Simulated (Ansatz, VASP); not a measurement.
## TaN in VASP and in Ansatz

The input INCAR:

```
  PREC = Accurate
  ENCUT = 520
  EDIFF = 1E-8
  ISMEAR = -1
  SIGMA = 0.02
  LREAL = F
  LASPH = T
  NELM = 120
  ALGO = Normal
  ISIF = 2
  LWAVE = F
  LCHARG = F
  GGA = CA
  LEFG = T
  NBANDS = 16
  GGA_COMPAT = F
```

File KPOINTS:

```
regular mesh
0
Gamma
  12 12 10
```

The input POSCAR:

```
TaN
1.0
    2.9379988584      0.0000000000      0.0000000000
   -1.4689994292      2.5443816477      0.0000000000
    0.0000000000      0.0000000000      2.8830000000
Ta N
1 1
Direct
    0.3333333333      0.6666666667      0.5000000000
    0.0000000000      0.0000000000      0.0000000000
```

Input for Ansatz:

```yaml
crystal:
  lattice:
    - [2.9379988584, 0.0, 0.0]
    - [-1.4689994292, 2.5443816477, 0.0]
    - [0.0, 0.0, 2.883]
  atoms:
    - { symbol: Ta, position: [0.3333333333, 0.6666666667, 0.5] }
    - { symbol: "N", position: [0.0, 0.0, 0.0] }
kpoints:
  mp_grid: { grid: [12, 12, 10] }
  band_path:
    path:
      - [0.0, 0.0, 0.0]
      - [0.5, 0.0, 0.0]
      - [0.3333333333, 0.3333333333, 0.0]
      - [0.0, 0.0, 0.0]
      - [0.0, 0.0, 0.5]
      - [0.5, 0.0, 0.5]
      - [0.3333333333, 0.3333333333, 0.5]
      - [0.0, 0.0, 0.5]
      - [0.5, 0.0, 0.5]
    npoints: 5
scf:
  occupations: { method: fermi_dirac, width: 0.02 }
hamiltonian:
  xc: lda
  pseudopotentials: { kind: paw }
output:
  forces: true
  stress: true
  eigenvalues: true
  efg: { contact_densities: true }
```

Alike in both runs: task electric field gradients; functional LDA; k mesh 12 × 12 × 10; occupations fermi-dirac, width 0.02 eV; no spin polarisation.

|  | VASP | Ansatz |
| --- | --- | --- |
| version | VASP 6.6.1 | Ansatz 0.2.0 |
| potentials or method | VASP PAW LDA potentials, release 64 (Ta_sv_GW, N) | PAW with Ansatz's default frozen-core files, scalar-relativistic |
| plane-wave cutoff (eV) | 520 | 420 |
| valence electrons in the cell | 18 | 18 |

Ansatz gave:

```
pressure (GPa)                                                : -11.6
traceless stress, the component that is largest in VASP (GPa) : -1.05
size of Vzz on the site where it differs most (V/Å²)          : 50.9
```

Q: Estimate VASP's values.

A: Pressure (GPa): -10.8; traceless stress, the component that is largest in VASP (GPa): -0.96; size of Vzz on the site where it differs most (V/Å²): 34.5.

LDA's correlation is that of Perdew and Zunger in VASP and of Perdew and Wang (1992) in Ansatz.

Spin-orbit coupling is off throughout.
